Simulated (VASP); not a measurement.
# CoH (I4mm) in VASP: a series of runs, part 2 of 2

VASP 6.6.1.

**4. Electric field gradients, r2SCAN, collinear spin, ferromagnetic start (shortest bond scaled by 0.75)**

The input, POSCAR:

```
CoH
1.0
    0.0000000000      1.8429617100      1.8429617100
    1.8429617100      0.0000000000      1.8429617100
    1.8429617100      1.8429617100      0.0000000000
Co H
1 1
Direct
   -0.0625000000     -0.0625000000      0.0625000000
    0.5625000000      0.5625000000      0.4375000000
```

The input, INCAR.step1:

```
PREC     = Accurate       # precision mode
ENCUT    = 520            # plane-wave cutoff, eV
ISMEAR   = -1             # smearing method
SIGMA    = 0.05           # smearing width, eV
LREAL    = False          # projectors in reciprocal space
LASPH    = True           # aspherical terms in the spheres
NELM     = 150            # most SCF steps
ISPIN    = 2              # spin polarisation
MAGMOM   = 2 0            # initial moments
LMAXMIX  = 4              # l up to which the mixer works
NBANDS   = 16             # bands
GGA      = PE             # functional
ALGO     = Normal         # electronic algorithm
EDIFF    = 1E-4           # SCF threshold, eV
LWAVE    = True           # write WAVECAR
LCHARG   = False          # write CHGCAR
```

The input, INCAR.step2:

```
PREC     = Accurate       # precision mode
ENCUT    = 520            # plane-wave cutoff, eV
EDIFF    = 1E-8           # SCF threshold, eV
ISMEAR   = -1             # smearing method
SIGMA    = 0.05           # smearing width, eV
LREAL    = False          # projectors in reciprocal space
LASPH    = True           # aspherical terms in the spheres
NELM     = 150            # most SCF steps
ALGO     = Normal         # electronic algorithm
ISIF     = 2              # what is computed and relaxed
LWAVE    = False          # write WAVECAR
LCHARG   = False          # write CHGCAR
ISPIN    = 2              # spin polarisation
MAGMOM   = 2 0            # initial moments
LORBIT   = 11             # projections on sites
LMAXMIX  = 4              # l up to which the mixer works
METAGGA  = R2SCAN         # meta-GGA
LMIXTAU  = True         
LEFG     = True         
NBANDS   = 16             # bands
ISTART   = 1
```

The input, KPOINTS:

```
regular mesh
0
Gamma
  13 13 13
```

Potentials or basis: VASP PAW PBE potentials, release 64 (Co, H).

Launch:

```bash
$ cat potpaw_PBE.64/Co/POTCAR potpaw_PBE.64/H/POTCAR > POTCAR
$ cp INCAR.step1 INCAR
$ mpirun -np 1 vasp_std > vasp.out
$ cp INCAR.step2 INCAR
$ mpirun -np 1 vasp_std > vasp.out
```

OUTCAR:

```text
PREC = Accurate
   ENCUT = 520
   EDIFF = 1E-8
   ISMEAR = -1
   LREAL = False
   LASPH = True
   NELM = 150
   ISIF = 2
   ISPIN = 2
   LORBIT = 11
   METAGGA = R2SCAN
   ISTART = 1

 ion  position               nearest neighbor table
   1  0.938  0.938  0.062-   2 1.38   2 1.90   2 1.90   2 1.90   2 1.90
   2  0.562  0.562  0.438-   1 1.38   1 1.90   1 1.90   1 1.90   1 1.90

  LATTYP: Found a face centered cubic cell.
 ALAT       =     3.6859234200

  Lattice vectors:

 A1 = (   0.0000000000,   1.8429617100,   1.8429617100)
 A2 = (   1.8429617100,   0.0000000000,   1.8429617100)
 A3 = (   1.8429617100,   1.8429617100,   0.0000000000)

Analysis of symmetry for initial positions (statically):
=====================================================================
 Subroutine PRICEL returns:
 Original cell was already a primitive cell.

 Routine SETGRP: Setting up the symmetry group for a
 face centered cubic supercell.

 Subroutine GETGRP returns: Found  8 space group operations
 (whereof  8 operations were pure point group operations)
 out of a pool of 48 trial point group operations.

The static configuration has the point symmetry C_4v.

Analysis of symmetry for dynamics (positions and initial velocities):
=====================================================================
 Subroutine PRICEL returns:
 Original cell was already a primitive cell.

 Routine SETGRP: Setting up the symmetry group for a
 face centered cubic supercell.

 Subroutine GETGRP returns: Found  8 space group operations
 (whereof  8 operations were pure point group operations)
 out of a pool of 48 trial point group operations.

The dynamic configuration has the point symmetry C_4v.

Analysis of structural, dynamic, and magnetic symmetry:
=====================================================================
 Subroutine PRICEL returns:
 Original cell was already a primitive cell.

 Routine SETGRP: Setting up the symmetry group for a
 face centered cubic supercell.

 Subroutine GETGRP returns: Found  8 space group operations
 (whereof  8 operations were pure point group operations)
 out of a pool of 48 trial point group operations.

The overall configuration has the point symmetry C_4v.

 Subroutine INISYM returns: Found  8 space group operations
 (whereof  8 operations are pure point group operations),
 and found     1 'primitive' translations

----------------------------------------------------------------------------------------

                                     Primitive cell

  volume of cell :      12.5193

  direct lattice vectors                    reciprocal lattice vectors
     0.000000000  1.842961710  1.842961710    -0.271302435  0.271302435  0.271302435
     1.842961710  0.000000000  1.842961710     0.271302435 -0.271302435  0.271302435
     1.842961710  1.842961710  0.000000000     0.271302435  0.271302435 -0.271302435

  length of vectors
     2.606341445  2.606341445  2.606341445     0.469909602  0.469909602  0.469909602

[... 109 lines left out ...]
   LEPSILON=     F    determine dielectric tensor
   LRPA    =     F    only Hartree local field effects (RPA)
 spin polarized calculation
  energy-cutoff  :      520.00
  volume of cell :       12.52
 maximum number of plane-waves:       343
   NGX =  9   NGY =  9   NGZ =  9

 number of electron      10.0000004 magnetization       1.3557588

 Free energy of the ion-electron system (eV)
  ---------------------------------------------------
  ext. energy  EPLUGINS =         0.00000000
  ---------------------------------------------------
  free energy    TOTEN  =       -16.08742635 eV

  energy without entropy =      -16.08006636  energy(sigma->0) =      -16.08374636

 E-fermi :  10.1614     XC(G=0): -14.4994

 val. band max:       10.1514801987   @ k =   0.0769   0.3077   0.1538
 cond. band min:      10.1698327462   @ k =   0.0000  -0.2308   0.0769
 fundamental gap:      0.0183525475
 Fermi energy:        10.1614276161

 spin component 1

 k-point     1 :       0.0000    0.0000    0.0000
  band No.  band energies     occupation
      1      -2.7975      1.00000
      2       6.6529      1.00000
      3       6.6529      1.00000
      4       6.8402      1.00000
      5       7.7484      1.00000
      6       8.1521      1.00000
[... 435 lines left out ...]
      5       8.1366      1.00000
      6       8.5478      1.00000
[... 8 lines left out ...]
     15      44.4246      0.00000
     16      46.3211      0.00000

 [... further k-points ...]

 spin component 2

 k-point     1 :       0.0000    0.0000    0.0000
  band No.  band energies     occupation
      1      -3.0745      1.00000
      2       8.8706      1.00000
      3       8.8706      1.00000
      4       9.0546      1.00000
      5       9.2015      1.00000
      6       9.6161      0.99998
[... 435 lines left out ...]
      5      10.1801      0.40753
      6      10.6424      0.00007
[... 8 lines left out ...]
     15      46.2641      0.00000
     16      49.4270      0.00000

 [... further k-points ...]

------------------------ aborting loop because EDIFF is reached ----------------------------------------

  FORCE on cell =-STRESS in cart. coord.  units (eV):
  Direction    XX          YY          ZZ          XY          YZ          ZX
  --------------------------------------------------------------------------------------
  -------------------------------------------------------------------------------------
  Total       -0.0766792     -0.0766792      3.9706609      0.0000000      0.0000000     -0.0000000
  in kB       -9.8131708     -9.8131708    508.1529467      0.0000000      0.0000000     -0.0000000
  external PRESSURE =     162.8422017 kB  Pullay stress =       0.0000000 kB

 VOLUME and BASIS-vectors are now :
 -----------------------------------------------------------------------------
  energy-cutoff  :      520.00
  volume of cell :       12.52
      direct lattice vectors                 reciprocal lattice vectors
     0.000000000  1.842961710  1.842961710    -0.271302435  0.271302435  0.271302435
     1.842961710  0.000000000  1.842961710     0.271302435 -0.271302435  0.271302435
     1.842961710  1.842961710  0.000000000     0.271302435  0.271302435 -0.271302435

 POSITION                                       TOTAL-FORCE (eV/Angst)
 -----------------------------------------------------------------------------------
      1.84296      1.84296      3.45555         0.000000      0.000000      3.171569
      1.84296      1.84296      2.07333         0.000000      0.000000     -3.171569
 -----------------------------------------------------------------------------------
    total drift:                                0.000037      0.000037     -0.000390

  FREE ENERGIE OF THE ION-ELECTRON SYSTEM (eV)
  ---------------------------------------------------
  free  energy   TOTEN  =       -16.0874263496 eV

  energy  without entropy=      -16.0800663613  energy(sigma->0) =      -16.08374636

 Electric field gradients (V/A^2)
---------------------------------------------------------------------
 ion       V_xx      V_yy      V_zz      V_xy      V_xz      V_yz
---------------------------------------------------------------------
   1      29.124    29.124   -58.249    -0.003    -0.003    -0.003
   2      -7.711    -7.711    15.422    -0.001    -0.001    -0.001
---------------------------------------------------------------------

 Electric field gradients after diagonalization (V/A^2)
 (convention: |V_zz| > |V_xx| > |V_yy|)
----------------------------------------------------------------------
 ion       V_xx      V_yy      V_zz     asymmetry (V_yy - V_xx)/ V_zz
----------------------------------------------------------------------
   1      29.128    29.121   -58.249       0.000
   2      -7.712    -7.710    15.422       0.000
----------------------------------------------------------------------

           NMR quadrupolar parameters

 Cq : quadrupolar parameter    Cq=e*Q*V_zz/h
 eta: asymmetry parameters     (V_yy - V_xx)/ V_zz
 Q  : nuclear electric quadrupole moment in mb (millibarn)
----------------------------------------------------------------------
 ion       Cq(MHz)       eta       Q (mb)
----------------------------------------------------------------------
   1      -0.141       0.000       1.000
   2       0.037       0.000       1.000
----------------------------------------------------------------------

 total charge

# of ion       s       p       d       tot
------------------------------------------
    1        0.456   0.614   7.446   8.516
    2        0.571   0.058   0.000   0.629
--------------------------------------------------
tot          1.026   0.673   7.446   9.145

 magnetization (x)

# of ion       s       p       d       tot
------------------------------------------
    1       -0.007  -0.030   1.460   1.422
    2       -0.006  -0.005   0.000  -0.012
--------------------------------------------------
tot         -0.014  -0.036   1.460   1.411
```

Wall time 3.9 min (1 thread of Intel Xeon 6975P-C (Granite Rapids), shared host); peak memory 0.19 GiB.

Results:

```yaml
Free_energy: -16.0874 eV
Pressure: 16.3 GPa
Largest_force: 3.172 eV/Å
Net_moment: 1.36 μB per cell
Site_moments: Co +1.42; H -0.01 μB
Largest_electric_field_gradient_by_atom: Co -58.2; H +15.4 V/Å²
Valence_electrons_inside_the_program's_atomic_spheres: Co 8.52; H 0.63
```

Forces on the atoms (eV/Å):
```
Co   0.000  0.000  3.172
H    0.000  0.000 -3.172
```

Levels at points of the mesh, in eV from the Fermi level:
Spin up:
```
           k point  band 2  band 3  band 4  band 5  band 6  band 7  band 8  band 9  band 10  band 11
(0.00, 0.00, 0.00)   -3.51   -3.51   -3.32   -2.41   -2.01   13.96   21.36   22.86    22.87    25.56
```
Spin down:
```
           k point  band 1  band 2  band 3  band 4  band 5  band 6  band 7  band 8
(0.00, 0.00, 0.00)  -13.24   -1.29   -1.29   -1.11   -0.96   -0.55   14.02   20.95
```

Electric field gradients, principal values (V/Å²):
```
atom   least  middle  greatest (by size)
1 Co  29.121  29.128             -58.249
 2 H  -7.710  -7.712              15.422
```

Caveat: the cell differs from its parent crystal (shortest bond scaled by 0.75); the cell stands under pressure; without QUAD_EFG the Cq values of the log hold for a quadrupole moment of 1 mb, not for the nuclei; the PAW data sets were made with another functional, which shifts forces and pressure a little.

**5. Summary**

| cell | gap on the mesh (eV) | pressure (GPa) | moment (μB) | largest force (eV/Å) |
| --- | --- | --- | --- | --- |
| as given, shortest bond scaled by 1.12 | none | 3.1 | 1.42 | 0.61 |
| as given, shortest bond scaled by 0.85 | none | 4.9 | 1.40 | 0.94 |
| as given, shortest bond scaled by 0.75 | none | 16.3 | 1.36 | 3.17 |

Some of these runs hold the atoms at other places in the same cell, which the table doesn't show; runs alike in all that it shows share one row.

Alike in all rows: task electric field gradients; level r2SCAN; potentials or basis VASP PAW PBE potentials, release 64 (Co, H); spin collinear, ferromagnetic start; k mesh 13 × 13 × 13; cutoff (eV) 520; smearing fermi-dirac 0.05 eV.

Caveats: the cell stands under pressure; the PAW data sets were made with another functional, which shifts forces and pressure a little.

Absolute energies hang on the potentials; compare differences alone.
